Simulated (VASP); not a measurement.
Here is a VASP 6.6.1 calculation.

POSCAR

```
CsMg2Sb2
1.0
    2.4251960000      4.2005610000      0.0000000000
   -2.4251960000      4.2005610000      0.0000000000
    0.0000000000      0.0000000000      8.2365140000
Mg Sb Cs
2 2 1
Direct
    0.3333000000      0.3334000000      0.6247000000
    0.6667000000      0.6666000000      0.3753000000
    0.3333000000      0.3334000000      0.2680000000
    0.6667000000      0.6666000000      0.7320000000
    0.0000000000      0.0000000000      0.0000000000
```

File INCAR.step1:

```
SYSTEM = CsMg2Sb2
PREC = Accurate
ENCUT = 660
ISMEAR = -1
SIGMA = 0.1
LREAL = .False.
LASPH = .True.
NELM = 120
NBANDS = 20
GGA = PE
ALGO = Normal
EDIFF = 1E-5
LWAVE = .True.
LCHARG = .False.
GGA_COMPAT = .False.
```

The input INCAR.step2:

```
SYSTEM = CsMg2Sb2
PREC = Accurate
ENCUT = 660
EDIFF = 1E-6
ISMEAR = -1
SIGMA = 0.1
LREAL = .False.
LASPH = .True.
NELM = 120
ALGO = Normal
ISIF = 2
LWAVE = .False.
LCHARG = .False.
METAGGA = R2SCAN
LMIXTAU = .True.
NBANDS = 20
ISTART = 1
GGA_COMPAT = .False.
```

KPOINTS

```
regular mesh
0
Gamma
  4 4 3
  0 0 0
```

Potentials or basis: VASP PAW PBE potentials, release 64 (Mg, Sb, Cs_sv).

Run with:

```sh
$ cat potpaw_PBE.64/Mg/POTCAR potpaw_PBE.64/Sb/POTCAR potpaw_PBE.64/Cs_sv/POTCAR > POTCAR
$ cp INCAR.step1 INCAR
$ mpirun -np 1 vasp_std > vasp.out
$ cp INCAR.step2 INCAR
$ mpirun -np 1 vasp_std > vasp.out
```

**Question.** Predict the pressure.

**Answer.** 1.7 GPa.

**Question.** Estimate the largest force.

**Answer.** 0.911 eV/Å.

**Question.** Predict the band gap on the k mesh.

**Answer.** Zero (an odd number of electrons rules out a gap without spin polarisation).

Stress tensor (GPa, compression positive):
```
0.85 0.00 0.00
0.00 0.86 0.00
0.00 0.00 3.31
```

Caveat: the k points lie up to 0.37 Å⁻¹ apart, too coarse for converged energies and pressures of a metal; the PAW data sets were made with another functional, which shifts forces and pressure a little; spin-orbit coupling is left out, which moves the levels of the heavy elements.
